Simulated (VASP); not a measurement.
# BAs (F-43m) in VASP: further runs

Aim: see how the results for BAs move with the level of theory and the settings. Levels: r2SCAN, PBE-based screened hybrid with 15 % exact exchange, PBE-based screened hybrid with 75 % exact exchange, PBE-based screened hybrid with 30 % exact exchange. Tasks: single point.

Everything below comes from runs of VASP 6.6.1. Logs are shortened: lines on timing, memory, paths and dates and some standing lists are left out, and cuts for length are marked.

## 1. The cell of the first run

It takes space group F-43m (No. 216, cubic). The conventional cell has a = 4.784 Å, b = 4.784 Å, c = 4.784 Å, α = 90.00°, β = 90.00°, γ = 90.00°. Within 2.7 Å of B (site symmetry -43m) lie 4 As at 2.07 Å. Within 2.7 Å of As (site symmetry -43m) lie 4 B at 2.07 Å.

## 2. Single point, r2SCAN

Input file POSCAR:

```
BAs
1.0
    0.0000000000      2.3918676044      2.3918676044
    2.3918676044      0.0000000000      2.3918676044
    2.3918676044      2.3918676044      0.0000000000
B As
1 1
Direct
    0.0000000000      0.0000000000      0.0000000000
    0.2500000000      0.2500000000      0.2500000000
```

Input file INCAR.step1:

```
ALGO = Normal
EDIFF = 1E-4
ENCUT = 520
GGA = PE
ISMEAR = 0
LASPH = True
LCHARG = False
LREAL = False
LWAVE = True
NBANDS = 11
NELM = 60
PREC = Accurate
SIGMA = 0.01
```

Input file INCAR.step2:

```
ALGO = Normal
EDIFF = 1E-6
ENCUT = 520
ISIF = 2
ISMEAR = 0
ISTART = 1
LASPH = True
LCHARG = False
LMIXTAU = True
LREAL = False
LWAVE = False
METAGGA = R2SCAN
NBANDS = 11
NELM = 60
PREC = Accurate
SIGMA = 0.01
```

Input file KPOINTS:

```
k-points
0
Gamma
  6 6 6
```

Potentials or basis: VASP PAW PBE potentials, release 64 (B, As).

Command:

```bash
$ cat potpaw_PBE.64/B/POTCAR potpaw_PBE.64/As/POTCAR > POTCAR
$ cp INCAR.step1 INCAR
$ mpirun -np 1 vasp_std > vasp.out
$ cp INCAR.step2 INCAR
$ mpirun -np 1 vasp_std > vasp.out
```

OUTCAR:

```text
EDIFF = 1E-6
   ENCUT = 520
   ISIF = 2
   ISMEAR = 0
   ISTART = 1
   LASPH = True
   LREAL = False
   METAGGA = R2SCAN
   NELM = 60
   PREC = Accurate

 ion  position               nearest neighbor table
   1  0.000  0.000  0.000-   2 2.07   2 2.07   2 2.07   2 2.07
   2  0.250  0.250  0.250-   1 2.07   1 2.07   1 2.07   1 2.07

  LATTYP: Found a face centered cubic cell.
 ALAT       =     4.7837352088

  Lattice vectors:

 A1 = (   0.0000000000,   2.3918676044,   2.3918676044)
 A2 = (   2.3918676044,   0.0000000000,   2.3918676044)
 A3 = (   2.3918676044,   2.3918676044,   0.0000000000)

Analysis of symmetry for initial positions (statically):
=====================================================================
 Subroutine PRICEL returns:
 Original cell was already a primitive cell.

 Routine SETGRP: Setting up the symmetry group for a
 face centered cubic supercell.

 Subroutine GETGRP returns: Found 24 space group operations
 (whereof 24 operations were pure point group operations)
 out of a pool of 48 trial point group operations.

The static configuration has the point symmetry T_d .

Analysis of symmetry for dynamics (positions and initial velocities):
=====================================================================
 Subroutine PRICEL returns:
 Original cell was already a primitive cell.

 Routine SETGRP: Setting up the symmetry group for a
 face centered cubic supercell.

 Subroutine GETGRP returns: Found 24 space group operations
 (whereof 24 operations were pure point group operations)
 out of a pool of 48 trial point group operations.

The dynamic configuration has the point symmetry T_d .

 Subroutine INISYM returns: Found 24 space group operations
 (whereof 24 operations are pure point group operations),
 and found     1 'primitive' translations

----------------------------------------------------------------------------------------

                                     Primitive cell

  volume of cell :      27.3679

  direct lattice vectors                    reciprocal lattice vectors
     0.000000000  2.391867604  2.391867604    -0.209041671  0.209041671  0.209041671
     2.391867604  0.000000000  2.391867604     0.209041671 -0.209041671  0.209041671
     2.391867604  2.391867604  0.000000000     0.209041671  0.209041671 -0.209041671

  length of vectors
     3.382611606  3.382611606  3.382611606     0.362070794  0.362070794  0.362070794

  position of ions in fractional coordinates (direct lattice)
     0.000000000  0.000000000  0.000000000
     0.250000000  0.250000000  0.250000000

  ion indices of the primitive-cell ions
   primitive index   ion index
                 1           1
                 2           2

----------------------------------------------------------------------------------------

 KPOINTS: k-points

Automatic generation of k-mesh.
 Grid dimensions read from file:
 generate k-points for:    6    6    6

 Generating k-lattice:

  Cartesian coordinates                     Fractional coordinates (reciprocal lattice)
    -0.034840278  0.034840278  0.034840278     0.166666667  0.000000000  0.000000000
     0.034840278 -0.034840278  0.034840278     0.000000000  0.166666667  0.000000000
     0.034840278  0.034840278 -0.034840278     0.000000000  0.000000000  0.166666667

  Length of vectors
     0.060345132  0.060345132  0.060345132

  Shift w.r.t. Gamma in fractional coordinates (k-lattice)
     0.000000000  0.000000000  0.000000000

 Subroutine IBZKPT returns following result:
 ===========================================

 Found     16 irreducible k-points:

 Following reciprocal coordinates:
            Coordinates               Weight
  0.000000  0.000000  0.000000      1.000000
  0.166667  0.000000  0.000000      8.000000
  0.333333  0.000000  0.000000      8.000000
  0.500000  0.000000  0.000000      4.000000
  0.166667  0.166667  0.000000      6.000000
  0.333333  0.166667  0.000000     24.000000
[... 8 lines left out ...]
 -0.333333  0.333333  0.166667     24.000000
 -0.333333  0.500000  0.166667     12.000000
   k-points           NKPTS =     16   k-points in BZ     NKDIM =     16   number of bands    NBANDS=     11
   number of dos      NEDOS =    301   number of ions     NIONS =      2
   total plane-waves  NPLWV =  21952
   dimension x,y,z NGX =    28 NGY =   28 NGZ =   28
   dimension x,y,z NGXF=    56 NGYF=   56 NGZF=   56
   ions per type =               1   1
   NGX,Y,Z   is equivalent  to a cutoff of  13.76, 13.76, 13.76 a.u.
   NGXF,Y,Z  is equivalent  to a cutoff of  27.52, 27.52, 27.52 a.u.
 SYSTEM =  unknown system
   PREC   = accura    normal or accurate (medium, high low for compatibility)
   ISTART =      1    job   : 0-new  1-cont  2-samecut
   ICHARG =      0    charge: 1-file 2-atom 10-const
   ISPIN  =      1    spin polarized calculation?
   LNONCOLLINEAR =      F non collinear calculations
   LSORBIT =      F    spin-orbit coupling
   LASPH  =      T    aspherical Exc in radial PAW
   ENCUT  =  520.0 eV  38.22 Ry    6.18 a.u.   6.29  6.29  6.29*2*pi/ulx,y,z
   NELM   =     60;   NELMIN=  2; NELMDL=  0     # of ELM steps
   EDIFF  = 0.1E-05   stopping-criterion for ELM
   LREAL  =      F    real-space projection
[... 7 lines left out ...]
   TEBEG  =    0.0;   TEEND  =   0.0 temperature during run
   PSTRESS=    0.0 pullay stress
   NELECT =       8.0000    total number of electrons
   NUPDOWN=      -1.0000    fix difference up-down
   EMIN   =  10.00;   EMAX   =-10.00  energy-range for DOS
   EFERMI =   0.00;   METHOD = LEGACY
   ISMEAR =     0;   SIGMA  =   0.01  broadening in eV -4-tet -1-fermi 0-gaus
   EFERMI_NEDOS =   21; number of points for ismear=-14 and -15
   IALGO  =     38    algorithm
   IMIX   =      4    mixing-type and parameters
     AMIX     =   0.40;   BMIX     =  1.00
     AMIX_MAG =   1.60;   BMIX_MAG =  1.00
  volume/ion in A,a.u.               =      13.68        92.34
  Fermi-wavevector in a.u.,A,eV,Ry     =   1.086487  2.053162 16.061039  1.180453
  Thomas-Fermi vector in A             =   2.222624
   LORBIT       =      0    0 simple, 1 ext, 2 COOP (PROOUT), +10 PAW based schemes
   METAGGA = R2SCAN    functional components
   LHFCALC =     F    Hartree Fock is set to
   AEXX    =    0.0000 exact exchange contribution
   IVDW    =     0    specifies the selected vdW correction
   LEPSILON=     F    determine dielectric tensor
   LRPA    =     F    only Hartree local field effects (RPA)
 non-spin polarized calculation
 Gauss-broadening in eV      SIGMA  =   0.01
  energy-cutoff  :      520.00
  volume of cell :       27.37
 maximum number of plane-waves:       754
 NGX is ok and might be reduce to    28
   NGX = 13   NGY = 13   NGZ = 13

 number of electron       8.0000000 magnetization

 Free energy of the ion-electron system (eV)
  ---------------------------------------------------
  ext. energy  EPLUGINS =         0.00000000
  ---------------------------------------------------
  free energy    TOTEN  =       -22.23767836 eV

  energy without entropy =      -22.23767836  energy(sigma->0) =      -22.23767836

 E-fermi :   6.1176     XC(G=0): -11.1114

 val. band max:        5.9818307256   @ k =   0.0000   0.0000   0.0000
 cond. band min:       7.4489067598   @ k =   0.3333   0.3333   0.0000
 fundamental gap:      1.4670760342
 Fermi energy:         6.1176022847

 k-point     1 :       0.0000    0.0000    0.0000
  band No.  band energies     occupation
      1     -10.1372      2.00000
      2       5.9818      2.00000
      3       5.9818      2.00000
      4       5.9818      2.00000
      5       9.4208      0.00000
      6       9.4208      0.00000
      7       9.4208      0.00000
      8      11.0786      0.00000
      9      16.3328      0.00000
     10      19.4023      0.00000
     11      19.4023      0.00000

 k-point     2 :       0.1667    0.0000    0.0000
  band No.  band energies     occupation
      1      -9.6632      2.00000
      2       2.8762      2.00000
      3       5.2585      2.00000
      4       5.2585      2.00000
      5       9.5504      0.00000
      6      10.3639      0.00000
      7      10.3639      0.00000
      8      13.1281      0.00000
      9      17.7676      0.00000
     10      17.7916      0.00000
     11      17.7916      0.00000

 k-point     3 :       0.3333    0.0000    0.0000
  band No.  band energies     occupation
      1      -8.3377      2.00000
      2      -1.0849      2.00000
      3       4.3745      2.00000
      4       4.3745      2.00000
      5       9.1094      0.00000
      6      11.0775      0.00000
      7      11.0775      0.00000
      8      15.3515      0.00000
      9      18.2288      0.00000
     10      18.5931      0.00000
     11      18.5932      0.00000

 k-point     4 :       0.5000    0.0000    0.0000
  band No.  band energies     occupation
      1      -7.1291      2.00000
      2      -3.2296      2.00000
      3       4.0505      2.00000
      4       4.0505      2.00000
      5       8.9303      0.00000
      6      11.0315      0.00000
      7      11.0315      0.00000
      8      15.5468      0.00000
      9      19.5877      0.00000
     10      21.3508      0.00000
     11      21.3508      0.00000
[... 127 lines left out ...]
 k-point    14 :       0.5000    0.3333    0.1667
  band No.  band energies     occupation
      1      -7.1988      2.00000
      2      -1.1483      2.00000
      3       0.8912      2.00000
      4       2.6100      2.00000
      5      10.0710      0.00000
      6      11.5759      0.00000
      7      12.1892      0.00000
      8      15.5698      0.00000
      9      18.1908      0.00000
     10      20.3687      0.00000
     11      23.0449      0.00000

 k-point    15 :      -0.3333    0.3333    0.1667
  band No.  band energies     occupation
      1      -6.1070      2.00000
      2      -2.5236      2.00000
      3       0.3283      2.00000
      4       1.9399      2.00000
      5      10.6895      0.00000
      6      11.5405      0.00000
      7      13.9949      0.00000
      8      15.3399      0.00000
      9      16.8404      0.00000
     10      21.2483      0.00000
     11      23.2132      0.00000

 k-point    16 :      -0.3333    0.5000    0.1667
  band No.  band energies     occupation
      1      -5.5787      2.00000
      2      -2.7404      2.00000
      3       0.6065      2.00000
      4       0.8103      2.00000
      5      10.0549      0.00000
      6      10.3118      0.00000
      7      15.1360      0.00000
      8      15.4395      0.00000
      9      19.1103      0.00000
     10      22.4772      0.00000
     11      22.6758      0.00000

------------------------ aborting loop because EDIFF is reached ----------------------------------------

  FORCE on cell =-STRESS in cart. coord.  units (eV):
  Direction    XX          YY          ZZ          XY          YZ          ZX
  --------------------------------------------------------------------------------------
  -------------------------------------------------------------------------------------
  Total        0.0500541      0.0500541      0.0500541      0.0000000      0.0000000      0.0000000
  in kB        2.9302803      2.9302803      2.9302803      0.0000000      0.0000000      0.0000000
  external PRESSURE =       2.9302803 kB  Pullay stress =       0.0000000 kB

 VOLUME and BASIS-vectors are now :
 -----------------------------------------------------------------------------
  energy-cutoff  :      520.00
  volume of cell :       27.37
      direct lattice vectors                 reciprocal lattice vectors
     0.000000000  2.391867604  2.391867604    -0.209041671  0.209041671  0.209041671
     2.391867604  0.000000000  2.391867604     0.209041671 -0.209041671  0.209041671
     2.391867604  2.391867604  0.000000000     0.209041671  0.209041671 -0.209041671

 POSITION                                       TOTAL-FORCE (eV/Angst)
 -----------------------------------------------------------------------------------
      0.00000      0.00000      0.00000        -0.000000     -0.000000      0.000000
      1.19593      1.19593      1.19593         0.000000      0.000000     -0.000000
 -----------------------------------------------------------------------------------
    total drift:                               -0.000000     -0.000000     -0.000000

  FREE ENERGIE OF THE ION-ELECTRON SYSTEM (eV)
  ---------------------------------------------------
  free  energy   TOTEN  =       -22.2376783645 eV

  energy  without entropy=      -22.2376783645  energy(sigma->0) =      -22.23767836
```

Wall time 40 s (1 thread of Intel Xeon 8259CL, shared host); peak memory 0.16 GiB.

What came out:

```yaml
Free_energy: -22.2377 eV
Pressure: 0.3 GPa
Band_gap_on_the_k_mesh: 1.47 eV (least direct gap 3.44 eV)
```

Levels at points of the mesh, in eV from the valence-band top:
| k point | band 1 | band 2 | band 3 | band 4 | band 5 | band 6 | band 7 | band 8 |
| --- | --- | --- | --- | --- | --- | --- | --- | --- |
| (0.00, 0.00, 0.00) | -16.12 | 0.00 | 0.00 | 0.00 | 3.44 | 3.44 | 3.44 | 5.10 |
| (0.50, 0.00, 0.00) | -13.11 | -9.21 | -1.93 | -1.93 | 2.95 | 5.05 | 5.05 | 9.56 |
| (0.50, 0.50, 0.00) | -11.68 | -9.04 | -4.29 | -4.29 | 1.61 | 1.70 | 12.12 | 12.12 |

Caveat: the PAW data sets were made with another functional, which shifts forces and pressure a little. A k mesh can miss the band edges.

## 3. Single point, PBE-based screened hybrid with 15 % exact exchange

POSCAR is that of step 2.

Input file INCAR.step1:

```
SYSTEM = BAs
PREC = Accurate
ENCUT = 520
EDIFF = 1E-5
ISMEAR = 0
SIGMA = 0.01
LREAL = .FALSE.
LASPH = .TRUE.
NELM = 80
ALGO = Normal
ISIF = 2
LWAVE = .TRUE.
LCHARG = .FALSE.
GGA = PE
NBANDS = 11
```

Input file INCAR.step2:

```
SYSTEM = BAs
PREC = Accurate
ENCUT = 520
EDIFF = 1E-6
ISMEAR = 0
SIGMA = 0.01
LREAL = .FALSE.
LASPH = .TRUE.
NELM = 80
ALGO = Normal
ISIF = 2
LWAVE = .FALSE.
LCHARG = .FALSE.
GGA = PE
LHFCALC = .TRUE.
AEXX = 0.15
HFSCREEN = 0.3
PRECFOCK = Normal
ISTART = 1
NBANDS = 11
```

Input file KPOINTS:

```
Automatic mesh
0
G
  4 4 4
  0 0 0
```

Potentials or basis: VASP PAW PBE potentials, release 64 (B, As).

Command:

```bash
$ cat potpaw_PBE.64/B/POTCAR potpaw_PBE.64/As/POTCAR > POTCAR
$ cp INCAR.step1 INCAR
$ mpirun -np 1 vasp_std > vasp.out
$ cp INCAR.step2 INCAR
$ mpirun -np 1 vasp_std > vasp.out
```

It took 2.2 min on 1 thread of Intel Xeon 8259CL, shared host; peak memory 0.26 GiB.

Results (log left out):

```
Free energy            : -12.1269 eV
Pressure               : 1.2 GPa
Band gap on the k mesh : 1.72 eV (least direct gap 3.66 eV)
```

Levels at points of the mesh, in eV from the valence-band top:
```csv
k point,band 1,band 2,band 3,band 4,band 5,band 6,band 7,band 8
"(0.00, 0.00, 0.00)",-16.22,0.00,0.00,0.00,3.66,3.66,3.66,5.24
"(0.50, 0.00, 0.00)",-13.18,-9.23,-1.90,-1.90,3.09,5.20,5.20,9.42
"(0.50, 0.50, 0.00)",-11.76,-9.01,-4.26,-4.26,1.72,1.77,12.12,12.12
```

Caveat: the k points lie up to 0.57 Å⁻¹ apart; the PAW data sets were made with another functional, which shifts forces and pressure a little. A k mesh can miss the band edges.

## 4. Single point, PBE-based screened hybrid with 75 % exact exchange

POSCAR is that of step 3.

Input file INCAR.step1:

```
SYSTEM = BAs
  PREC = Accurate
  ENCUT = 520
  EDIFF = 1E-5
  ISMEAR = 0
  SIGMA = 0.01
  LREAL = .FALSE.
  LASPH = .TRUE.
  NELM = 100
  ALGO = Normal
  ISIF = 2
  LWAVE = .TRUE.
  LCHARG = .FALSE.
  GGA = PE
  NBANDS = 11
```

Input file INCAR.step2:

```
SYSTEM = BAs
  PREC = Accurate
  ENCUT = 520
  EDIFF = 1E-6
  ISMEAR = 0
  SIGMA = 0.01
  LREAL = .FALSE.
  LASPH = .TRUE.
  NELM = 100
  ALGO = Normal
  ISIF = 2
  LWAVE = .FALSE.
  LCHARG = .FALSE.
  GGA = PE
  LHFCALC = .TRUE.
  AEXX = 0.75
  HFSCREEN = 0.3
  PRECFOCK = Normal
  ISTART = 1
  NBANDS = 11
```

KPOINTS is that of step 3.

Command:

```bash
$ cat potpaw_PBE.64/B/POTCAR potpaw_PBE.64/As/POTCAR > POTCAR
$ cp INCAR.step1 INCAR
$ mpirun -np 1 vasp_std > vasp.out
$ cp INCAR.step2 INCAR
$ mpirun -np 1 vasp_std > vasp.out
```

Wall time 3.2 min (1 thread of Intel Xeon 8259CL, shared host); peak memory 0.26 GiB.

The run converged. Its results:

* Free energy: -16.0312 eV
* Pressure: -7.0 GPa
* Band gap on the k mesh: 3.09 eV (least direct gap 5.47 eV)

Levels at points of the mesh, in eV from the valence-band top:
| k point | band 2 | band 3 | band 4 | band 5 | band 6 | band 7 |
| --- | --- | --- | --- | --- | --- | --- |
| (0.00, 0.00, 0.00) | 0.00 | 0.00 | 0.00 | 5.47 | 5.47 | 5.47 |
| (0.50, 0.00, 0.00) | -10.95 | -2.18 | -2.18 | 4.96 | 7.10 | 7.10 |
| (0.50, 0.50, 0.00) | -10.88 | -4.95 | -4.95 | 3.09 | 3.27 | 15.44 |

Caveat: the k points lie up to 0.57 Å⁻¹ apart; the PAW data sets were made with another functional, which shifts forces and pressure a little. A k mesh can miss the band edges.

## 5. Single point, PBE-based screened hybrid with 30 % exact exchange

POSCAR is that of step 4.

Input file INCAR.step1:

```
ALGO = Normal ; EDIFF = 1E-5
ENCUT = 520 ; GGA = PE
ISIF = 2 ; ISMEAR = 0
LASPH = True ; LCHARG = False
LREAL = False ; LWAVE = True
NBANDS = 11 ; NELM = 100
PREC = Accurate ; SIGMA = 0.01
```

Input file INCAR.step2:

```
AEXX = 0.3 ; ALGO = Normal
EDIFF = 1E-6 ; ENCUT = 520
GGA = PE ; HFSCREEN = 0.5
ISIF = 2 ; ISMEAR = 0
ISTART = 1 ; LASPH = True
LCHARG = False ; LHFCALC = True
LREAL = False ; LWAVE = False
NBANDS = 11 ; NELM = 100
PREC = Accurate ; PRECFOCK = Normal
SIGMA = 0.01
```

Input file KPOINTS:

```
k-points
0
Gamma
  4 4 4
```

Command:

```bash
$ cat potpaw_PBE.64/B/POTCAR potpaw_PBE.64/As/POTCAR > POTCAR
$ cp INCAR.step1 INCAR
$ mpirun -np 1 vasp_std > vasp.out
$ cp INCAR.step2 INCAR
$ mpirun -np 1 vasp_std > vasp.out
```

Wall time 2.3 min (1 thread of Intel Xeon 8259CL, shared host); peak memory 0.26 GiB.

The run converged. Its results:

* Free energy: -12.3819 eV
* Pressure: 0.1 GPa
* Band gap on the k mesh: 1.74 eV (least direct gap 3.76 eV)

Levels at points of the mesh, in eV from the valence-band top:
| k point | band 2 | band 3 | band 4 | band 5 | band 6 | band 7 |
| --- | --- | --- | --- | --- | --- | --- |
| (0.00, 0.00, 0.00) | 0.00 | 0.00 | 0.00 | 3.76 | 3.76 | 3.76 |
| (0.50, 0.00, 0.00) | -9.40 | -1.92 | -1.92 | 3.18 | 5.30 | 5.30 |
| (0.50, 0.50, 0.00) | -9.22 | -4.32 | -4.32 | 1.74 | 1.83 | 12.42 |

Caveat: the k points lie up to 0.57 Å⁻¹ apart; the PAW data sets were made with another functional, which shifts forces and pressure a little.

## 6. The runs side by side

| level | k mesh | grid for exact exchange (PRECFOCK) | share of exact exchange | screening parameter | gap on the mesh (eV) | pressure (GPa) |
| --- | --- | --- | --- | --- | --- | --- |
| r2SCAN | 6 × 6 × 6 | - | - | - | 1.47 | 0.3 |
| PBE-based screened hybrid with 15 % exact exchange | 4 × 4 × 4 | Normal | 0.15 | 0.3 1/Å | 1.72 | 1.2 |
| PBE-based screened hybrid with 75 % exact exchange | 4 × 4 × 4 | Normal | 0.75 | 0.3 1/Å | 3.09 | -7.0 |
| PBE-based screened hybrid with 30 % exact exchange | 4 × 4 × 4 | Normal | 0.3 | 0.5 1/Å | 1.74 | 0.1 |

Alike in all rows: task single point; potentials or basis VASP PAW PBE potentials, release 64 (B, As); no spin polarisation; cell as given; cutoff (eV) 520; smearing gaussian 0.01 eV.

Caveats: some runs use coarse meshes; the PAW data sets were made with another functional, which shifts forces and pressure a little.

Total energies depend on the potentials used, so only differences within one code and one set of settings carry meaning.
